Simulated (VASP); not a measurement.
A run of VASP 6.6.1 is set up as follows.

Contents of INCAR:

```
ALGO = Normal
EDIFF = 1E-7
ENCUT = 520
GGA = PS
ISIF = 2
ISMEAR = -1
LASPH = T
LCHARG = F
LREAL = F
LWAVE = F
NBANDS = 18
NELM = 100
PREC = Accurate
SIGMA = 0.05
```

The input KPOINTS:

```
k-points
0
Gamma
  13 13 13
```

The input POSCAR:

```
ZnAu
1.0
    3.1574552263      0.0000000000      0.0000000000
    0.0000000000      3.1574552263      0.0000000000
    0.0000000000      0.0000000000      3.1574552263
Zn Au
1 1
Direct
    0.5000000000      0.5000000000      0.5000000000
    0.0000000000      0.0000000000      0.0000000000
```

Potentials or basis: VASP PAW PBE potentials, release 64 (Zn, Au).

Command:

```console
$ cat potpaw_PBE.64/Zn/POTCAR potpaw_PBE.64/Au/POTCAR > POTCAR
$ mpirun -np 1 vasp_std > vasp.out
```

Task: Predict the pressure.

Result: -3.5 GPa.

Caveat: the PAW data sets were made with another functional, which shifts forces and pressure a little.
